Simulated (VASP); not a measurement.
# Nd2ScCl2 (P-3m1) in VASP: further runs

The runs below take Nd2ScCl2 through single point, relaxation of cell and atoms, with PBE.

Program: VASP 6.6.1. These are calculated values, not measurements. Logs are shortened: lines on timing, memory, paths and dates and some standing lists are left out, and cuts for length are marked.

## (1) The cell of the first run

The structure is trigonal, space group P-3m1 (No. 164). Conventional cell: a = 4.788 Å, b = 4.788 Å, c = 7.477 Å, α = 90.00°, β = 90.00°, γ = 120.00°. Within 3.8 Å of Nd (site symmetry 3m) lie 4 Cl at 2.78 to 2.84 Å and 3 Sc at 3.69 Å and 3 Nd at 3.79 Å. Sc (site symmetry -3m) has 6 Cl at 3.53 Å and 6 Nd at 3.69 Å within 4.6 Å. Within 3.7 Å of Cl (site symmetry 3m) lie 4 Nd at 2.78 to 2.84 Å and 3 Sc at 3.53 Å.

The cell was built from a structure type or drawn by symmetry, and may not be a known phase.

## (2) Single point, PBE

Contents of INCAR:

```
SYSTEM = Nd2ScCl2
ALGO = Normal
EDIFF = 1E-6
ENCUT = 500
GGA = PE
GGA_COMPAT = .False.
ISIF = 2
ISMEAR = 0
LASPH = .True.
LCHARG = .True.
LELF = .True.
LMAXMIX = 6
LREAL = .False.
LVHAR = .True.
LWAVE = .False.
NBANDS = 32
NELM = 200
PREC = Accurate
SIGMA = 0.1
```

Contents of KPOINTS:

```
k-points
0
Gamma
  6 6 2
  0 0 0
```

Contents of POSCAR:

```
Nd2ScCl2
1.0
    4.7876269937      0.0000000000      0.0000000000
   -2.3938134969      4.1462066004      0.0000000000
    0.0000000000      0.0000000000      7.4767330011
Nd Sc Cl
2 1 2
Direct
    0.3333333333      0.6666666667      0.6730697133
    0.6666666667      0.3333333333      0.3269302867
    0.0000000000      0.0000000000      0.0000000000
    0.3333333333      0.6666666667      0.2931724802
    0.6666666667      0.3333333333      0.7068275198
```

Potentials or basis: VASP PAW PBE potentials, release 64 (Nd_3, Sc_sv, Cl), 4f in core.

The run is started by

```sh
cat potpaw_PBE.64/Nd_3/POTCAR potpaw_PBE.64/Sc_sv/POTCAR potpaw_PBE.64/Cl/POTCAR > POTCAR
mpirun -np 1 vasp_std > vasp.out
```

OUTCAR:

```text
SYSTEM = Nd2ScCl2
   EDIFF = 1E-6
   ENCUT = 500
   GGA = PE
   ISIF = 2
   ISMEAR = 0
   LASPH = .True.
   LREAL = .False.
   NELM = 200
   PREC = Accurate

 ion  position               nearest neighbor table
   1  0.333  0.667  0.673-   5 2.78   5 2.78   5 2.78   4 2.84   2 3.79   2 3.79   2 3.79
   2  0.667  0.333  0.327-   4 2.78   4 2.78   4 2.78   5 2.84   1 3.79   1 3.79   1 3.79
   3  0.000  0.000  0.000-
   4  0.333  0.667  0.293-   2 2.78   2 2.78   2 2.78   1 2.84
   5  0.667  0.333  0.707-   1 2.78   1 2.78   1 2.78   2 2.84

  LATTYP: Found a hexagonal cell.
 ALAT       =     4.7876269937
 C/A-ratio  =     1.5616782617

  Lattice vectors:

 A1 = (   4.7876269937,   0.0000000000,   0.0000000000)
 A2 = (  -2.3938134969,   4.1462066004,   0.0000000000)
 A3 = (   0.0000000000,   0.0000000000,   7.4767330011)

Analysis of symmetry for initial positions (statically):
=====================================================================
 Subroutine PRICEL returns:
 Original cell was already a primitive cell.

 Routine SETGRP: Setting up the symmetry group for a
 hexagonal supercell.

 Subroutine GETGRP returns: Found 12 space group operations
 (whereof 12 operations were pure point group operations)
 out of a pool of 24 trial point group operations.

The static configuration has the point symmetry D_3d.

Analysis of symmetry for dynamics (positions and initial velocities):
=====================================================================
 Subroutine PRICEL returns:
 Original cell was already a primitive cell.

 Routine SETGRP: Setting up the symmetry group for a
 hexagonal supercell.

 Subroutine GETGRP returns: Found 12 space group operations
 (whereof 12 operations were pure point group operations)
 out of a pool of 24 trial point group operations.

The dynamic configuration has the point symmetry D_3d.

 Subroutine INISYM returns: Found 12 space group operations
 (whereof 12 operations are pure point group operations),
 and found     1 'primitive' translations

----------------------------------------------------------------------------------------

                                     Primitive cell

  volume of cell :     148.4168

  direct lattice vectors                    reciprocal lattice vectors
     4.787626994  0.000000000  0.000000000     0.208871744  0.120592158  0.000000000
    -2.393813497  4.146206600  0.000000000     0.000000000  0.241184315  0.000000000
     0.000000000  0.000000000  7.476733001     0.000000000  0.000000000  0.133748256

  length of vectors
     4.787626994  4.787626994  7.476733001     0.241184315  0.241184315  0.133748256

  position of ions in fractional coordinates (direct lattice)
     0.333333333  0.666666667  0.673069713
     0.666666667  0.333333333  0.326930287
     0.000000000  0.000000000  0.000000000
     0.333333333  0.666666667  0.293172480
     0.666666667  0.333333333  0.706827520

  ion indices of the primitive-cell ions
   primitive index   ion index
                 1           1
                 2           2
                 3           3
                 4           4
                 5           5

----------------------------------------------------------------------------------------

 KPOINTS: k-points

Automatic generation of k-mesh.
 Grid dimensions read from file:
 generate k-points for:    6    6    2

 Generating k-lattice:

  Cartesian coordinates                     Fractional coordinates (reciprocal lattice)
     0.034811957  0.020098693  0.000000000     0.166666667  0.000000000  0.000000000
     0.000000000  0.040197386  0.000000000     0.000000000  0.166666667  0.000000000
     0.000000000  0.000000000  0.066874128     0.000000000  0.000000000  0.500000000

  Length of vectors
     0.040197386  0.040197386  0.066874128

  Shift w.r.t. Gamma in fractional coordinates (k-lattice)
     0.000000000  0.000000000  0.000000000

 Subroutine IBZKPT returns following result:
 ===========================================

 Found     14 irreducible k-points:

 Following reciprocal coordinates:
            Coordinates               Weight
  0.000000  0.000000  0.000000      1.000000
  0.166667 -0.000000  0.000000      6.000000
  0.333333 -0.000000  0.000000      6.000000
  0.500000  0.000000  0.000000      3.000000
  0.166667  0.166667  0.000000      6.000000
  0.333333  0.166667  0.000000     12.000000
  0.333333  0.333333  0.000000      2.000000
  0.000000  0.000000  0.500000      1.000000
  0.166667 -0.000000  0.500000      6.000000
  0.333333 -0.000000  0.500000      6.000000
  0.500000  0.000000  0.500000      3.000000
  0.166667  0.166667  0.500000      6.000000
  0.333333  0.166667  0.500000     12.000000
  0.333333  0.333333  0.500000      2.000000
   k-points           NKPTS =     14   k-points in BZ     NKDIM =     14   number of bands    NBANDS=     32
   number of dos      NEDOS =    301   number of ions     NIONS =      5
   total plane-waves  NPLWV =  72576
   dimension x,y,z NGX =    36 NGY =   36 NGZ =   56
   dimension x,y,z NGXF=    72 NGYF=   72 NGZF=  112
   ions per type =               2   1   2
   NGX,Y,Z   is equivalent  to a cutoff of  12.50, 12.50, 12.45 a.u.
   NGXF,Y,Z  is equivalent  to a cutoff of  25.00, 25.00, 24.90 a.u.
 SYSTEM =  Nd2ScCl2
   PREC   = accura    normal or accurate (medium, high low for compatibility)
   ISTART =      0    job   : 0-new  1-cont  2-samecut
   ICHARG =      2    charge: 1-file 2-atom 10-const
   ISPIN  =      1    spin polarized calculation?
   LNONCOLLINEAR =      F non collinear calculations
   LSORBIT =      F    spin-orbit coupling
   LASPH  =      T    aspherical Exc in radial PAW
   ENCUT  =  500.0 eV  36.75 Ry    6.06 a.u.   8.73  8.73 13.63*2*pi/ulx,y,z
   NELM   =    200;   NELMIN=  2; NELMDL= -5     # of ELM steps
   EDIFF  = 0.1E-05   stopping-criterion for ELM
   LREAL  =      F    real-space projection
   EDIFFG = 0.1E-04   stopping-criterion for IOM
   NSW    =      0    number of steps for IOM
   IBRION =     -1    ionic relax: 0-MD 1-quasi-New 2-CG
   NFREE  =      0    steps in history (QN), initial steepest desc. (CG)
   ISIF   =      2    stress and relaxation
   ISYM   =      2    0-nonsym 1-usesym 2-fastsym
   POTIM  = 0.5000    time-step for ionic-motion
   TEBEG  =    0.0;   TEEND  =   0.0 temperature during run
   PSTRESS=    0.0 pullay stress
   NELECT =      47.0000    total number of electrons
   NUPDOWN=      -1.0000    fix difference up-down
   EMIN   =  10.00;   EMAX   =-10.00  energy-range for DOS
   EFERMI =   0.00;   METHOD = LEGACY
   ISMEAR =     0;   SIGMA  =   0.10  broadening in eV -4-tet -1-fermi 0-gaus
   EFERMI_NEDOS =   21; number of points for ismear=-14 and -15
   IALGO  =     38    algorithm
   IMIX   =      4    mixing-type and parameters
     AMIX     =   0.40;   BMIX     =  1.00
     AMIX_MAG =   1.60;   BMIX_MAG =  1.00
  volume/ion in A,a.u.               =      29.68       200.31
  Fermi-wavevector in a.u.,A,eV,Ry     =   1.115869  2.108686 16.941469  1.245163
  Thomas-Fermi vector in A             =   2.252477
   LORBIT       =      0    0 simple, 1 ext, 2 COOP (PROOUT), +10 PAW based schemes
   GGA     = PE    functional components
   LHFCALC =     F    Hartree Fock is set to
   AEXX    =    0.0000 exact exchange contribution
   IVDW    =     0    specifies the selected vdW correction
   LEPSILON=     F    determine dielectric tensor
   LRPA    =     F    only Hartree local field effects (RPA)
 non-spin polarized calculation
 Gauss-broadening in eV      SIGMA  =   0.10
  energy-cutoff  :      500.00
  volume of cell :      148.42
 maximum number of plane-waves:      3784
 NGX is ok and might be reduce to    36
   NGX = 17   NGY = 17   NGZ = 27

 number of electron      46.9999994 magnetization

 Free energy of the ion-electron system (eV)
  ---------------------------------------------------
  ext. energy  EPLUGINS =         0.00000000
  ---------------------------------------------------
  free energy    TOTEN  =       -22.19107217 eV

  energy without entropy =      -22.15400598  energy(sigma->0) =      -22.17253908

 E-fermi :   3.9975     XC(G=0):  -9.1858

 val. band max:        3.9688613662   @ k =   0.5000   0.0000   0.5000
 cond. band min:       4.0001807690   @ k =   0.3333   0.1667   0.5000
 fundamental gap:      0.0313194027
 Fermi energy:         3.9974744902

 k-point     1 :       0.0000    0.0000    0.0000
  band No.  band energies     occupation
      1     -46.5066      2.00000
      2     -34.4667      2.00000
      3     -34.4176      2.00000
      4     -25.1236      2.00000
      5     -25.1236      2.00000
      6     -25.1041      2.00000
[... 24 lines left out ...]
     31       6.3337      0.00000
     32       6.3337      0.00000

 k-point     2 :       0.1667   -0.0000    0.0000
  band No.  band energies     occupation
      1     -46.5065      2.00000
      2     -34.4627      2.00000
      3     -34.4194      2.00000
      4     -25.1245      2.00000
      5     -25.1239      2.00000
      6     -25.1040      2.00000
[... 24 lines left out ...]
     31       6.1970      0.00000
     32       6.6062      0.00000

 k-point     3 :       0.3333   -0.0000    0.0000
  band No.  band energies     occupation
      1     -46.5065      2.00000
      2     -34.4530      2.00000
      3     -34.4246      2.00000
      4     -25.1263      2.00000
      5     -25.1244      2.00000
      6     -25.1039      2.00000
[... 24 lines left out ...]
     31       6.0581      0.00000
     32       6.4318      0.00000

 k-point     4 :       0.5000    0.0000    0.0000
  band No.  band energies     occupation
      1     -46.5064      2.00000
      2     -34.4459      2.00000
      3     -34.4295      2.00000
      4     -25.1273      2.00000
      5     -25.1246      2.00000
      6     -25.1038      2.00000
[... 304 lines left out ...]
     31       6.1467      0.00000
     32       6.2576      0.00000

 k-point    13 :       0.3333    0.1667    0.5000
  band No.  band energies     occupation
      1     -46.5064      2.00000
      2     -34.4458      2.00000
      3     -34.4295      2.00000
      4     -25.1268      2.00000
      5     -25.1251      2.00000
      6     -25.1038      2.00000
[... 24 lines left out ...]
     31       5.9817      0.00000
     32       6.5610      0.00000

 k-point    14 :       0.3333    0.3333    0.5000
  band No.  band energies     occupation
      1     -46.5064      2.00000
      2     -34.4371      2.00000
      3     -34.4371      2.00000
      4     -25.1262      2.00000
      5     -25.1262      2.00000
      6     -25.1037      2.00000
[... 24 lines left out ...]
     31       6.4490      0.00000
     32       6.4570      0.00000

------------------------ aborting loop because EDIFF is reached ----------------------------------------

  FORCE on cell =-STRESS in cart. coord.  units (eV):
  Direction    XX          YY          ZZ          XY          YZ          ZX
  --------------------------------------------------------------------------------------
  -------------------------------------------------------------------------------------
  Total       -0.0551728     -0.0551728      0.2098602      0.0000000      0.0000000      0.0000000
  in kB       -0.5955967     -0.5955967      2.2654665      0.0000000      0.0000000      0.0000000
  external PRESSURE =       0.3580910 kB  Pullay stress =       0.0000000 kB

 VOLUME and BASIS-vectors are now :
 -----------------------------------------------------------------------------
  energy-cutoff  :      500.00
  volume of cell :      148.42
      direct lattice vectors                 reciprocal lattice vectors
     4.787626994  0.000000000  0.000000000     0.208871744  0.120592158  0.000000000
    -2.393813497  4.146206600  0.000000000     0.000000000  0.241184315  0.000000000
     0.000000000  0.000000000  7.476733001     0.000000000  0.000000000  0.133748256

 POSITION                                       TOTAL-FORCE (eV/Angst)
 -----------------------------------------------------------------------------------
     -0.00000      2.76414      5.03236         0.000000     -0.000000      0.036642
      2.39381      1.38207      2.44437        -0.000000      0.000000     -0.036642
      0.00000      0.00000      0.00000         0.000000      0.000000      0.000000
     -0.00000      2.76414      2.19197        -0.000000     -0.000000     -0.025150
      2.39381      1.38207      5.28476        -0.000000      0.000000      0.025150
 -----------------------------------------------------------------------------------
    total drift:                                0.000000     -0.000000     -0.000000

  FREE ENERGIE OF THE ION-ELECTRON SYSTEM (eV)
  ---------------------------------------------------
  free  energy   TOTEN  =       -22.1910721714 eV

  energy  without entropy=      -22.1540059811  energy(sigma->0) =      -22.17253908
```

Run time: 40 s. Hardware: 1 thread of AMD EPYC 9R45 (Zen 5), shared host; peak memory 0.25 GiB.

Results:

```
Free energy            : -22.1911 eV
Pressure               : 0.0 GPa
Largest force          : 0.037 eV/Å
Band gap on the k mesh : zero (an odd number of electrons rules out a gap without spin polarisation)
```

Forces in eV/Å, atoms in the order of the input:
```
Nd   0.000  0.000  0.037
Nd   0.000  0.000 -0.037
Sc   0.000  0.000  0.000
Cl   0.000  0.000 -0.025
Cl   0.000  0.000  0.025
```

Caveat: the k points lie up to 0.42 Å⁻¹ apart, too coarse for converged energies and pressures of a metal; spin-orbit coupling is left out, which moves the levels of the heavy elements; the 4f electrons are frozen in the core, so they carry no moment and show no levels; an odd number of electrons without spin polarisation forces a metal; a magnetic or distorted state may lie lower; the run has no spin polarisation, though such a crystal can be magnetic. Spin polarisation is off, so any magnetic state and its effect on volume and gap are missing.

## (3) Single point, PBE

This run uses another cell than the first one, of 29.46 Å³/atom.

Contents of INCAR:

```
ALGO = Normal
EDIFF = 1E-6
ENCUT = 500
GGA = PE
GGA_COMPAT = F
ISIF = 2
ISMEAR = 0
LASPH = T
LCHARG = F
LMAXMIX = 6
LREAL = F
LWAVE = F
NBANDS = 32
NELM = 200
PREC = Accurate
SIGMA = 0.1
```

Contents of KPOINTS:

```
k-points
0
Gamma
  6 6 4
```

Contents of POSCAR:

```
Nd2ScCl2
1.0
    4.7605567842      0.0000000000      0.0000000000
   -2.3802783921      4.1227631113      0.0000000000
    0.0000000000      0.0000000000      7.5053614728
Nd Sc Cl
2 1 2
Direct
    0.3333333333      0.6666666667      0.6701672290
    0.6666666667      0.3333333333      0.3298327710
    0.0000000000      0.0000000000      0.0000000000
    0.3333333333      0.6666666667      0.2882267674
    0.6666666667      0.3333333333      0.7117732326
```

Potentials or basis: VASP PAW PBE potentials, release 64 (Nd_3, Sc_sv, Cl), 4f in core.

The run is started by

```sh
cat potpaw_PBE.64/Nd_3/POTCAR potpaw_PBE.64/Sc_sv/POTCAR potpaw_PBE.64/Cl/POTCAR > POTCAR
mpirun -np 1 vasp_std > vasp.out
```

It took 66 s on 1 thread of AMD EPYC 9R45 (Zen 5), shared host; peak memory 0.28 GiB.

Results (log left out):

```
Free energy            : -22.1419 eV
Pressure               : 0.0 GPa
Largest force          : 0.023 eV/Å
Band gap on the k mesh : zero (an odd number of electrons rules out a gap without spin polarisation)
```

Forces in eV/Å, atoms in the order of the input:
```
Nd   0.000  0.000 -0.023
Nd   0.000  0.000  0.023
Sc   0.000  0.000  0.000
Cl   0.000  0.000  0.022
Cl   0.000  0.000 -0.022
```

Stress tensor (GPa, compression positive):
```
 0.07  0.00  0.00
 0.00  0.07  0.00
 0.00  0.00 -0.10
```

Levels at points of the mesh, in eV from the Fermi level:
```tsv
k point	band 22	band 23	band 24	band 25	band 26	band 27
(0.00, 0.00, 0.00)	-0.47	-0.35	-0.35	0.93	1.12	1.12
(0.50, 0.00, 0.00)	-0.59	-0.26	-0.05	0.18	0.53	0.86
(0.00, 0.00, 0.50)	-0.61	0.18	0.26	0.26	0.54	0.54
(0.50, 0.00, 0.50)	-0.41	-0.32	-0.04	0.38	0.87	1.04
```

Caveat: spin-orbit coupling is left out, which moves the levels of the heavy elements; the 4f electrons are frozen in the core, so they carry no moment and show no levels; an odd number of electrons without spin polarisation forces a metal; a magnetic or distorted state may lie lower; the run has no spin polarisation, though such a crystal can be magnetic. Spin polarisation is off, so any magnetic state and its effect on volume and gap are missing.

## (4) Relaxation of cell and atoms, PBE

This run uses another cell than the first one, of 28.80 Å³/atom.

Contents of INCAR:

```
SYSTEM = Nd2ScCl2
PREC = Accurate ; ENCUT = 500
EDIFF = 1E-7 ; ISMEAR = 0
SIGMA = 0.1 ; LREAL = .False.
LASPH = .True. ; NELM = 200
ALGO = Normal ; ISIF = 3
LWAVE = .False. ; LCHARG = .False.
GGA = PE ; IBRION = 2
NSW = 90 ; EDIFFG = -0.04
GGA_COMPAT = .False. ; NELMIN = 4
LMAXMIX = 6
```

Contents of KPOINTS:

```
regular mesh
0
Gamma
  6 6 2
  0 0 0
```

Contents of POSCAR:

```
Nd2ScCl2
1.0
    4.6093740200      0.0000000000      0.0000000000
   -2.3046870100      3.9918350000      0.0000000000
    0.0000000000      0.0000000000      7.8258138300
Nd Sc Cl
2 1 2
Direct
    0.3333333300      0.6666666700      0.6200000000
    0.6666666700      0.3333333300      0.3800000000
    0.0000000000      0.0000000000      0.0000000000
    0.3333333300      0.6666666700      0.2599999900
    0.6666666700      0.3333333300      0.7400000100
```

The run is started by

```sh
cat potpaw_PBE.64/Nd_3/POTCAR potpaw_PBE.64/Sc_sv/POTCAR potpaw_PBE.64/Cl/POTCAR > POTCAR
mpirun -np 1 vasp_std > vasp.out
```

Wall time 9.7 min (1 thread of AMD EPYC 9R45 (Zen 5), shared host); peak memory 0.29 GiB.

The run converged. Its results:

| Item | Value |
| --- | --- |
| Free energy | -22.1894 eV |
| Relaxed volume | 29.83 Å³/atom |
| Relaxed cell | a = 4.782 Å, b = 4.782 Å, c = 7.530 Å, α = 90.00°, β = 90.00°, γ = 120.00° |
| Space group after relaxing (to 0.1 Å) | P-3m1 (No. 164) |
| Energy gained by relaxing | 180.0 meV/atom |
| Ionic steps | 19 |
| Pressure after relaxing | 0.0 GPa |
| Largest force after relaxing | 0.037 eV/Å |
| Band gap on the k mesh | zero (an odd number of electrons rules out a gap without spin polarisation) |

Forces in eV/Å, atoms in the order of the input:
```
Nd   0.000  0.000  0.020
Nd   0.000  0.000 -0.020
Sc   0.000  0.000  0.000
Cl   0.000  0.000 -0.037
Cl   0.000  0.000  0.037
```

Step by step:
```tsv
step	energy change (eV)	largest force (eV/Å)	pressure (GPa)	volume (Å³)
1	0.0000	2.1538	0.73	143.99
2	-0.3513	1.2799	-0.64	146.74
3	-0.5573	0.6000	-1.43	150.15
4	-0.5506	0.3497	-2.08	157.13
5	-0.6116	0.4485	-1.87	153.73
6	-0.6906	0.3282	0.89	143.27
7	-0.6924	0.3458	0.48	144.60
8	-0.7782	0.3993	0.46	143.06
9	-0.7081	0.6055	2.66	137.43
10	-0.8304	0.3097	0.66	141.49
11	-0.8388	0.0870	1.16	140.00
12	-0.8418	0.1733	0.97	140.49
13	-0.8522	0.2538	-0.78	146.92
14	-0.8565	0.2282	-0.19	144.61
15	-0.8695	0.1870	-0.16	145.37
16	-0.8942	0.0893	-0.05	147.63
17	-0.8961	0.1320	0.02	148.65
18	-0.8926	0.1098	-0.01	149.83
19	-0.9000	0.0370	-0.02	149.15
```

Final structure:
```
Nd Sc Cl
1.0
     4.78245    0.00000    0.00000
    -2.39123    4.14172    0.00000
     0.00000    0.00000    7.53014
Nd Sc Cl
2 1 2
Direct
  0.33333 0.66667 0.67298
  0.66667 0.33333 0.32702
  0.00000 0.00000 0.00000
  0.33333 0.66667 0.29505
  0.66667 0.33333 0.70495
```

Levels at points of the mesh, in eV from the Fermi level:
| k point | band 22 | band 23 | band 24 | band 25 | band 26 | band 27 |
| --- | --- | --- | --- | --- | --- | --- |
| (0.00, 0.00, 0.00) | -0.54 | -0.33 | -0.33 | 0.86 | 1.06 | 1.06 |
| (0.50, 0.00, 0.00) | -0.58 | -0.29 | -0.08 | 0.23 | 0.47 | 0.78 |
| (0.00, 0.00, 0.50) | -0.65 | 0.13 | 0.25 | 0.25 | 0.58 | 0.58 |
| (0.50, 0.00, 0.50) | -0.44 | -0.33 | -0.04 | 0.36 | 0.80 | 0.97 |

Caveat: the k points lie up to 0.42 Å⁻¹ apart in the final cell, too coarse for converged energies and pressures of a metal; spin-orbit coupling is left out, which moves the levels of the heavy elements; the 4f electrons are frozen in the core, so they carry no moment and show no levels; an odd number of electrons without spin polarisation forces a metal; a magnetic or distorted state may lie lower; the run has no spin polarisation, though such a crystal can be magnetic.

(Continued in part 2 of 2.)
